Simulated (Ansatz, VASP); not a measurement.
**Two plane-wave programs on CsP2**

```
Cs P
1.0
     0.00000    3.73279    3.73279
     3.73279    0.00000    3.73279
     3.73279    3.73279    0.00000
Cs P
1 2
Direct
  0.00000 0.00000 0.00000
  0.25000 0.25000 0.25000
  0.75000 0.75000 0.75000
```

Alike in both runs: functional PBE; k mesh 12 × 12 × 12; occupations gaussian, width 0.1 eV; no spin polarisation.

Ansatz relaxed the structure, and its values are those at the end. VASP's run is a single point on that final structure, the one shown.

|  | VASP | Ansatz |
| --- | --- | --- |
| version | VASP 6.6.1 | Ansatz 0.2.0 |
| potentials or method | VASP PAW PBE potentials, release 64 (Cs_sv, P), cutoff 520 eV | scalar-relativistic, plane waves, PAW |
| valence electrons in the cell | 19 | 19 |

|  | VASP | Ansatz | Ansatz less VASP |
| --- | --- | --- | --- |
| gap on the k mesh at the Fermi level (eV) | none | none | - |
| pressure (GPa) | 0.1 | 0.0 | -0.08 |

A gap of «none» marks a metal or a gap that the smearing closes.

Neither program's run includes spin-orbit coupling.
